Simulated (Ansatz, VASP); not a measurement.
# One calculation of BaO, two programs

The input INCAR:

```
SYSTEM = BaO
PREC = Accurate ; ENCUT = 600
EDIFF = 1E-6 ; ISMEAR = 0
SIGMA = 0.01 ; LREAL = .FALSE.
LASPH = .TRUE. ; NELM = 120
ALGO = Normal ; ISIF = 2
LWAVE = .FALSE. ; LCHARG = .TRUE.
GGA = PE ; IVDW = 12
LELF = .TRUE. ; LVHAR = .TRUE.
NBANDS = 15 ; GGA_COMPAT = .FALSE.
```

File KPOINTS:

```
regular mesh
0
G
  8 8 8
  0 0 0
```

POSCAR

```
BaO
1.0
    0.0000000000      2.6746192721      2.6746192721
    2.6746192721      0.0000000000      2.6746192721
    2.6746192721      2.6746192721      0.0000000000
Ba O
1 1
Direct
    0.0000000000      0.0000000000      0.0000000000
    0.5000000000      0.5000000000      0.5000000000
```

Input for Ansatz:

```yaml
crystal:
  lattice:
    - [0.0, 2.674619272101854, 2.674619272101854]
    - [2.674619272101854, 0.0, 2.674619272101854]
    - [2.674619272101854, 2.674619272101854, 0.0]
  atoms:
    - { symbol: Ba, position: [0.0, 0.0, 0.0] }
    - { symbol: O, position: [0.5, 0.5, 0.5] }
basis:
  ecutwfc: 517.016338673772
kpoints:
  mp_grid:
    grid: [8, 8, 8]
hamiltonian:
  xc: pbe
  dispersion: d3bj
  pseudopotentials:
    kind: paw
scf:
  occupations:
    method: fixed
output:
  stress: true
```

Alike in both runs: task single point; functional PBE; dispersion D3(BJ); k mesh 8 × 8 × 8; no spin polarisation.

```csv
,VASP,Ansatz
version,VASP 6.6.1,Ansatz 0.2.0
potentials or method,"VASP PAW PBE potentials, release 64 (Ba_sv, O), cutoff 600 eV","plane waves, PAW"
occupations,"gaussian, width 0.01 eV",fixed
valence electrons in the cell,16,16
```

```csv
,VASP,Ansatz,Ansatz less VASP
pressure (GPa),11.6,9.1,-2.51
```

Spin-orbit coupling is off throughout.
